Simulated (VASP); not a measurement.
# GaAs (P6/mmm) in VASP: notebook

Runs on GaAs. Level: PBE. Tasks: single point, relaxation of cell and atoms.

All numbers are computed with VASP 6.6.1; they aren't measurements. Logs are shortened: lines on timing, memory, paths and dates and some standing lists are left out, and cuts for length are marked.

**1. The cell of the first run**

The structure is hexagonal, space group P6/mmm (No. 191). Conventional cell: a = 2.859 Å, b = 2.859 Å, c = 5.419 Å, α = 90.00°, β = 90.00°, γ = 120.00°. Within 3.6 Å of Ga (site symmetry 6/mmm) lie 2 As at 2.71 Å and 6 Ga at 2.86 Å. Within 3.6 Å of As (site symmetry 6/mmm) lie 2 Ga at 2.71 Å and 6 As at 2.86 Å.

The cell was generated, and may not be a known phase.

**2. Single point, PBE**

File INCAR:

```
SYSTEM = GaAs
ALGO = Normal
EDIFF = 1E-7
ENCUT = 520
GGA = PE
ISIF = 2
ISMEAR = 0
LASPH = .TRUE.
LCHARG = .FALSE.
LREAL = .FALSE.
LWAVE = .FALSE.
NBANDS = 16
NELM = 80
PREC = Accurate
SIGMA = 0.1
```

File KPOINTS:

```
k-points
0
G
  24 24 10
  0 0 0
```

File POSCAR:

```
GaAs
1.0
    2.8594396526      0.0000000000      0.0000000000
   -1.4297198263      2.4763473798      0.0000000000
    0.0000000000      0.0000000000      5.4190478407
Ga As
1 1
Direct
    0.0000000000      0.0000000000      0.5000000000
    0.0000000000      0.0000000000      0.0000000000
```

Potentials or basis: VASP PAW PBE potentials, release 64 (Ga_d, As).

Launch:

```console
> cat potpaw_PBE.64/Ga_d/POTCAR potpaw_PBE.64/As/POTCAR > POTCAR
> mpirun -np 1 vasp_std > vasp.out
```

OUTCAR:

```text
SYSTEM = GaAs
   EDIFF = 1E-7
   ENCUT = 520
   GGA = PE
   ISIF = 2
   ISMEAR = 0
   LASPH = .TRUE.
   LREAL = .FALSE.
   NELM = 80
   PREC = Accurate

 ion  position               nearest neighbor table
   1  0.000  0.000  0.500-   2 2.71   2 2.71
   2  0.000  0.000  0.000-   1 2.71   1 2.71

  LATTYP: Found a hexagonal cell.
 ALAT       =     2.8594396526
 C/A-ratio  =     1.8951432795

  Lattice vectors:

 A1 = (   2.8594396526,   0.0000000000,   0.0000000000)
 A2 = (  -1.4297198263,   2.4763473798,   0.0000000000)
 A3 = (   0.0000000000,   0.0000000000,   5.4190478407)

Analysis of symmetry for initial positions (statically):
=====================================================================
 Subroutine PRICEL returns:
 Original cell was already a primitive cell.

 Routine SETGRP: Setting up the symmetry group for a
 hexagonal supercell.

 Subroutine GETGRP returns: Found 24 space group operations
 (whereof 24 operations were pure point group operations)
 out of a pool of 24 trial point group operations.

The static configuration has the point symmetry D_6h.

Analysis of symmetry for dynamics (positions and initial velocities):
=====================================================================
 Subroutine PRICEL returns:
 Original cell was already a primitive cell.

 Routine SETGRP: Setting up the symmetry group for a
 hexagonal supercell.

 Subroutine GETGRP returns: Found 24 space group operations
 (whereof 24 operations were pure point group operations)
 out of a pool of 24 trial point group operations.

The dynamic configuration has the point symmetry D_6h.

 Subroutine INISYM returns: Found 24 space group operations
 (whereof 24 operations are pure point group operations),
 and found     1 'primitive' translations

----------------------------------------------------------------------------------------

                                     Primitive cell

  volume of cell :      38.3721

  direct lattice vectors                    reciprocal lattice vectors
     2.859439653  0.000000000  0.000000000     0.349718869  0.201910283  0.000000000
    -1.429719826  2.476347380  0.000000000     0.000000000  0.403820566  0.000000000
     0.000000000  0.000000000  5.419047841     0.000000000  0.000000000  0.184534263

  length of vectors
     2.859439653  2.859439653  5.419047841     0.403820566  0.403820566  0.184534263

  position of ions in fractional coordinates (direct lattice)
     0.000000000  0.000000000  0.500000000
     0.000000000  0.000000000  0.000000000

  ion indices of the primitive-cell ions
   primitive index   ion index
                 1           1
                 2           2

----------------------------------------------------------------------------------------

 KPOINTS: k-points

Automatic generation of k-mesh.
 Grid dimensions read from file:
 generate k-points for:   24   24   10

 Generating k-lattice:

  Cartesian coordinates                     Fractional coordinates (reciprocal lattice)
     0.014571620  0.008412928  0.000000000     0.041666667 -0.000000000  0.000000000
     0.000000000  0.016825857  0.000000000     0.000000000  0.041666667  0.000000000
     0.000000000  0.000000000  0.018453426     0.000000000  0.000000000  0.100000000

  Length of vectors
     0.016825857  0.016825857  0.018453426

  Shift w.r.t. Gamma in fractional coordinates (k-lattice)
     0.000000000  0.000000000  0.000000000

 Subroutine IBZKPT returns following result:
 ===========================================

 Found    366 irreducible k-points:

 Following reciprocal coordinates:
            Coordinates               Weight
  0.000000  0.000000  0.000000      1.000000
  0.041667 -0.000000  0.000000      6.000000
  0.083333  0.000000  0.000000      6.000000
  0.125000  0.000000  0.000000      6.000000
  0.166667 -0.000000  0.000000      6.000000
  0.208333  0.000000  0.000000      6.000000
[... 16 lines left out ...]
  0.416667  0.041667  0.000000     12.000000
  0.458333  0.041667  0.000000     12.000000
 [... further k-points ...]
   k-points           NKPTS =    366   k-points in BZ     NKDIM =    366   number of bands    NBANDS=     16
   number of dos      NEDOS =    301   number of ions     NIONS =      2
   total plane-waves  NPLWV =  23040
   dimension x,y,z NGX =    24 NGY =   24 NGZ =   40
   dimension x,y,z NGXF=    48 NGYF=   48 NGZF=   80
   ions per type =               1   1
   NGX,Y,Z   is equivalent  to a cutoff of  13.95, 13.95, 12.27 a.u.
   NGXF,Y,Z  is equivalent  to a cutoff of  27.91, 27.91, 24.54 a.u.
 SYSTEM =  GaAs
   PREC   = accura    normal or accurate (medium, high low for compatibility)
   ISTART =      0    job   : 0-new  1-cont  2-samecut
   ICHARG =      2    charge: 1-file 2-atom 10-const
   ISPIN  =      1    spin polarized calculation?
   LNONCOLLINEAR =      F non collinear calculations
   LSORBIT =      F    spin-orbit coupling
   LASPH  =      T    aspherical Exc in radial PAW
   ENCUT  =  520.0 eV  38.22 Ry    6.18 a.u.   5.32  5.32 10.08*2*pi/ulx,y,z
   NELM   =     80;   NELMIN=  2; NELMDL= -5     # of ELM steps
   EDIFF  = 0.1E-06   stopping-criterion for ELM
   LREAL  =      F    real-space projection
   EDIFFG = 0.1E-05   stopping-criterion for IOM
   NSW    =      0    number of steps for IOM
   IBRION =     -1    ionic relax: 0-MD 1-quasi-New 2-CG
   NFREE  =      0    steps in history (QN), initial steepest desc. (CG)
   ISIF   =      2    stress and relaxation
   ISYM   =      2    0-nonsym 1-usesym 2-fastsym
   POTIM  = 0.5000    time-step for ionic-motion
   TEBEG  =    0.0;   TEEND  =   0.0 temperature during run
   PSTRESS=    0.0 pullay stress
   NELECT =      18.0000    total number of electrons
   NUPDOWN=      -1.0000    fix difference up-down
   EMIN   =  10.00;   EMAX   =-10.00  energy-range for DOS
   EFERMI =   0.00;   METHOD = LEGACY
   ISMEAR =     0;   SIGMA  =   0.10  broadening in eV -4-tet -1-fermi 0-gaus
   EFERMI_NEDOS =   21; number of points for ismear=-14 and -15
   IALGO  =     38    algorithm
   IMIX   =      4    mixing-type and parameters
     AMIX     =   0.40;   BMIX     =  1.00
     AMIX_MAG =   1.60;   BMIX_MAG =  1.00
  volume/ion in A,a.u.               =      19.19       129.47
  Fermi-wavevector in a.u.,A,eV,Ry     =   1.272020  2.403769 22.014691  1.618034
  Thomas-Fermi vector in A             =   2.404921
   LORBIT       =      0    0 simple, 1 ext, 2 COOP (PROOUT), +10 PAW based schemes
   GGA     = PE    functional components
   LHFCALC =     F    Hartree Fock is set to
   AEXX    =    0.0000 exact exchange contribution
   IVDW    =     0    specifies the selected vdW correction
   LEPSILON=     F    determine dielectric tensor
   LRPA    =     F    only Hartree local field effects (RPA)
 non-spin polarized calculation
 Gauss-broadening in eV      SIGMA  =   0.10
  energy-cutoff  :      520.00
  volume of cell :       38.37
 maximum number of plane-waves:      1058
 NGX is ok and might be reduce to    24
   NGX = 11   NGY = 11   NGZ = 21

 number of electron      18.0000012 magnetization

 Free energy of the ion-electron system (eV)
  ---------------------------------------------------
  ext. energy  EPLUGINS =         0.00000000
  ---------------------------------------------------
  free energy    TOTEN  =        -7.39737930 eV

  energy without entropy =       -7.39266205  energy(sigma->0) =       -7.39502067

 E-fermi :   5.6552     XC(G=0): -10.7667

 val. band max:        5.6516250207   @ k =   0.2500   0.0000   0.4000
 cond. band min:       5.6577190669   @ k =   0.3333   0.1667   0.4000
 fundamental gap:      0.0060940461
 Fermi energy:         5.6551991754

 k-point     1 :       0.0000    0.0000    0.0000
  band No.  band energies     occupation
      1      -9.3397      2.00000
      2      -9.1487      2.00000
      3      -9.1487      2.00000
      4      -8.9807      2.00000
      5      -8.9807      2.00000
      6      -8.2528      2.00000
[... 8 lines left out ...]
     15      19.2510      0.00000
     16      19.2510      0.00000

 k-point     2 :       0.0417   -0.0000    0.0000
  band No.  band energies     occupation
      1      -9.3340      2.00000
      2      -9.1501      2.00000
      3      -9.1442      2.00000
      4      -8.9840      2.00000
      5      -8.9813      2.00000
      6      -8.2144      2.00000
[... 8 lines left out ...]
     15      18.8580      0.00000
     16      19.4813      0.00000

 k-point     3 :       0.0833    0.0000    0.0000
  band No.  band energies     occupation
      1      -9.3180      2.00000
      2      -9.1544      2.00000
      3      -9.1310      2.00000
      4      -8.9938      2.00000
      5      -8.9832      2.00000
      6      -8.0986      2.00000
[... 8 lines left out ...]
     15      18.3653      0.00000
     16      20.0141      0.00000

 k-point     4 :       0.1250    0.0000    0.0000
  band No.  band energies     occupation
      1      -9.2950      2.00000
      2      -9.1605      2.00000
      3      -9.1101      2.00000
      4      -9.0093      2.00000
      5      -8.9862      2.00000
      6      -7.9044      2.00000
[... 8 lines left out ...]
     15      17.7635      0.00000
     16      18.9844      0.00000
[... 324 lines left out ...]
 k-point    22 :       0.3750    0.0417    0.0000
  band No.  band energies     occupation
      1      -9.2875      2.00000
      2      -9.1449      2.00000
      3      -9.0615      2.00000
      4      -9.0164      2.00000
      5      -8.9094      2.00000
      6      -4.8626      2.00000
[... 8 lines left out ...]
     15      15.5012      0.00000
     16      18.7349      0.00000

 k-point    23 :       0.4167    0.0417    0.0000
  band No.  band energies     occupation
      1      -9.2961      2.00000
      2      -9.1558      2.00000
      3      -9.0464      2.00000
      4      -9.0190      2.00000
      5      -8.8921      2.00000
      6      -4.2902      2.00000
[... 8 lines left out ...]
     15      15.8647      0.00000
     16      18.5993      0.00000

 k-point    24 :       0.4583    0.0417    0.0000
  band No.  band energies     occupation
      1      -9.3007      2.00000
      2      -9.1614      2.00000
      3      -9.0387      2.00000
      4      -9.0203      2.00000
      5      -8.8831      2.00000
      6      -3.8995      2.00000
[... 8 lines left out ...]
     15      16.0770      0.00000
     16      18.5429      0.00000

 [... further k-points ...]

------------------------ aborting loop because EDIFF is reached ----------------------------------------

  FORCE on cell =-STRESS in cart. coord.  units (eV):
  Direction    XX          YY          ZZ          XY          YZ          ZX
  --------------------------------------------------------------------------------------
  -------------------------------------------------------------------------------------
  Total        0.0188419      0.0188419      0.0286660      0.0000000      0.0000000      0.0000000
  in kB        0.7867204      0.7867204      1.1969129      0.0000000      0.0000000      0.0000000
  external PRESSURE =       0.9234513 kB  Pullay stress =       0.0000000 kB

 VOLUME and BASIS-vectors are now :
 -----------------------------------------------------------------------------
  energy-cutoff  :      520.00
  volume of cell :       38.37
      direct lattice vectors                 reciprocal lattice vectors
     2.859439653  0.000000000  0.000000000     0.349718869  0.201910283  0.000000000
    -1.429719826  2.476347380  0.000000000     0.000000000  0.403820566  0.000000000
     0.000000000  0.000000000  5.419047841     0.000000000  0.000000000  0.184534263

 POSITION                                       TOTAL-FORCE (eV/Angst)
 -----------------------------------------------------------------------------------
      0.00000      0.00000      2.70952         0.000000      0.000000      0.000000
      0.00000      0.00000      0.00000        -0.000000      0.000000      0.000000
 -----------------------------------------------------------------------------------
    total drift:                                0.000000      0.000000     -0.000000

  FREE ENERGIE OF THE ION-ELECTRON SYSTEM (eV)
  ---------------------------------------------------
  free  energy   TOTEN  =        -7.3973792986 eV

  energy  without entropy=       -7.3926620495  energy(sigma->0) =       -7.39502067
```

Wall time 3.5 min (1 thread of Intel Xeon 8259CL, shared host); peak memory 0.35 GiB.

Results:

- Free energy: -7.3974 eV
- Pressure: 0.1 GPa
- Band gap on the k mesh: zero (bands 9 and 10 overlap by 8.13 eV)

**3. Relaxation of cell and atoms, PBE**

This run uses another cell than the first one, of 19.56 Å³/atom.

File INCAR:

```
SYSTEM = GaAs
PREC = Accurate
ENCUT = 600
EDIFF = 1E-6
ISMEAR = 0
SIGMA = 0.1
LREAL = .False.
LASPH = .True.
NELM = 60
ALGO = Normal
ISIF = 3
LWAVE = .False.
LCHARG = .False.
GGA = PE
IBRION = 2
NSW = 100
EDIFFG = -0.01
```

File KPOINTS:

```
Automatic mesh
0
Gamma
  24 24 10
  0 0 0
```

File POSCAR:

```
GaAs
1.0
    2.9329561479      0.0000000000      0.0000000000
   -1.4664780739      2.5400145323      0.0000000000
    0.0000000000      0.0000000000      5.2502258283
Ga As
1 1
Direct
    0.0000000000      0.0000000000      0.5000000000
    0.0000000000      0.0000000000      0.0000000000
```

Potentials or basis: VASP PAW PBE potentials, release 64 (Ga_d, As).

Launch:

```console
> cat potpaw_PBE.64/Ga_d/POTCAR potpaw_PBE.64/As/POTCAR > POTCAR
> mpirun -np 1 vasp_std > vasp.out
```

It took 11 min on 1 thread of Intel Xeon 8259CL, shared host; peak memory 0.39 GiB.

Results (log left out):

```yaml
Free_energy: -7.3974 eV
Relaxed_volume: 19.21 Å³/atom
Relaxed_cell: a = 2.860 Å, b = 2.860 Å, c = 5.423 Å, α = 90.00°, β = 90.00°, γ = 120.00°
Space_group_after_relaxing_to_0.1_Å: P6/mmm (No. 191)
Energy_gained_by_relaxing: 23.0 meV/atom
Ionic_steps: 6
Pressure_after_relaxing: 0.0 GPa
Band_gap_on_the_k_mesh: zero (bands 9 and 10 overlap by 8.12 eV)
```

Step by step:
```
step  energy change (eV)  largest force (eV/Å)  pressure (GPa)  volume (Å³)
   1              0.0000                0.0000           -0.98        39.11
   2             -0.0454                0.0000           -0.07        38.41
   3             -0.0460                0.0000            0.16        38.33
   4             -0.0460                0.0000            0.26        38.32
   5             -0.0460                0.0000           -0.11        38.48
   6             -0.0460                0.0000            0.03        38.41
```

Final structure:
```cif
data_structure
_symmetry_space_group_name_H-M 'P 1'
_symmetry_Int_Tables_number 1
_cell_length_a 2.8599
_cell_length_b 2.8599
_cell_length_c 5.4227
_cell_angle_alpha 90.000
_cell_angle_beta 90.000
_cell_angle_gamma 120.000
_cell_volume 38.41
loop_
_atom_site_label
_atom_site_type_symbol
_atom_site_fract_x
_atom_site_fract_y
_atom_site_fract_z
_atom_site_occupancy
Ga1 Ga 0.00000 0.00000 0.50000 1
As1 As 0.00000 0.00000 0.00000 1
```

Levels at points of the mesh, in eV from the Fermi level:
```
           k point  band 5  band 6  band 7  band 8  band 9  band 10  band 11  band 12  band 13
(0.00, 0.00, 0.00)  -14.64  -13.90   -8.10   -5.74    6.45     6.45     6.54    10.22    13.42
(0.50, 0.00, 0.00)  -14.53   -9.52   -5.91   -2.27   -1.88    -1.58     2.94     3.79     7.89
(0.00, 0.00, 0.50)  -14.64  -13.77   -9.79   -1.14    0.18     6.57     6.57    12.55    12.55
(0.50, 0.00, 0.50)  -14.53   -9.45   -5.57   -4.44   -2.68     3.06     3.11     4.84     7.79
```
